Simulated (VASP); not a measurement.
Write the native input for VASP 6.6.1 that does the following.

| Property | Result |
| --- | --- |
| Task | single point |
| Functional | PBE |
| Dispersion | D3(BJ) |
| Potentials or basis | VASP PAW PBE potentials, release 64 (Pt, Se) |
| Cutoff | 500 eV |
| k mesh | 2 × 2 × 2, shifted |
| Occupations | fermi-dirac, width 0.1034 eV |
| Spin | no spin polarisation |
| Dipole correction | no |
| Further INCAR settings | LREAL = Auto; ALGO = Normal; EDIFF = 1e-06; NBANDS = 81; ISYM = -1 |

The structure of PtSe2 lies in POSCAR:

```
PtSe2
1.0
    0.0000000000     -6.4501582546      0.0000000000
    5.5860009069      3.2250791273      0.0000000000
    0.0000000000      0.0000000000     10.1240000000
Pt Se
6 12
Direct
    0.6666666667      0.3333333333      0.0000000000
    0.6666666667      0.3333333333      0.5000000000
    0.0000000000      0.0000000000      0.0000000000
    0.0000000000      0.0000000000      0.5000000000
    0.3333333333      0.6666666667      0.0000000000
    0.3333333333      0.6666666667      0.5000000000
    0.3333333333      0.3333333333      0.1250000000
    0.3333333333      0.3333333333      0.6250000000
    0.6666666667      0.0000000000      0.1250000000
    0.6666666667      0.0000000000      0.6250000000
    0.0000000000      0.6666666667      0.1250000000
    0.0000000000      0.6666666667      0.6250000000
    0.6666666667      0.6666666667      0.3750000000
    0.6666666667      0.6666666667      0.8750000000
    0.0000000000      0.3333333333      0.3750000000
    0.0000000000      0.3333333333      0.8750000000
    0.3333333333      1.0000000000      0.3750000000
    0.3333333333      1.0000000000      0.8750000000
```

The input as run:

INCAR

```
PREC = Accurate
ENCUT = 500
EDIFF = 1E-6
ISMEAR = -1
SIGMA = 0.1034
LREAL = Auto
LASPH = True
NELM = 120
ALGO = Normal
ISIF = 2
LWAVE = False
LCHARG = False
GGA = PE
IVDW = 12
ISYM = -1
NBANDS = 81
GGA_COMPAT = False
```

KPOINTS

```
explicit points
4
Reciprocal
  0.25000000   0.25000000   0.25000000 2
  0.25000000   0.25000000   0.75000000 2
  0.25000000   0.75000000   0.25000000 2
  0.25000000   0.75000000   0.75000000 2
```

Potentials or basis: VASP PAW PBE potentials, release 64 (Pt, Se).

Command:

```console
$ cat potpaw_PBE.64/Pt/POTCAR potpaw_PBE.64/Se/POTCAR > POTCAR
$ mpirun -np 1 vasp_std > vasp.out
```

It gave:

| Property | Result |
| --- | --- |
| Pressure | 3.6 GPa |
| Largest force | 0.616 eV/Å |
| Band gap on the k mesh | 0.48 eV |
| Dispersion energy per atom | -0.477 eV |

Caveat: the cell stands under pressure; spin-orbit coupling is left out, which moves the levels of the heavy elements; a shifted mesh leaves out Γ, where band edges can lie.

Run time: 3 min on 1 thread of Intel(R) Xeon(R) Platinum 8259CL CPU @ 2.50GHz (Skylake/Cascade Lake), on a shared host, peak memory 0.46 GiB.
